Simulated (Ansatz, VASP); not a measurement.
AlN in VASP and in Ansatz

```xyz
2
Lattice="0.0000 2.1403 2.1849 2.1403 0.0000 2.1849 2.1403 2.1403 0.0000" Properties=species:S:1:pos:R:3 pbc="T T T"
Al    0.0000    0.0000    0.0000
N     1.0702    1.0702    1.0924
```

Change from the starting cell: biaxial_xy strain -2.0%.

Alike in both runs: task single point; functional HSE06; k mesh 8 × 8 × 8; no spin polarisation.

|  | VASP | Ansatz |
| --- | --- | --- |
| version | VASP 6.6.1 | Ansatz 0.2.0 |
| potentials or method | VASP PAW PBE potentials, release 64 (Al, N) | plane waves, PAW |
| plane-wave cutoff (eV) | 520 | 420 |
| occupations | gaussian, width 0.01 eV | fixed |
| valence electrons in the cell | 8 | 8 |

Ansatz gave:

* gap on the k mesh at the Fermi level (eV): 4.53
* pressure (GPa): 8.7
* traceless stress, the component that is largest in VASP (GPa): -2.03

Task: Estimate VASP's values.

Result: gap on the k mesh at the Fermi level (eV): 4.53; pressure (GPa): 8.6; traceless stress, the component that is largest in VASP (GPa): -2.05.

Ansatz's warnings: stress exchange threshold loose, stress scf threshold loose.
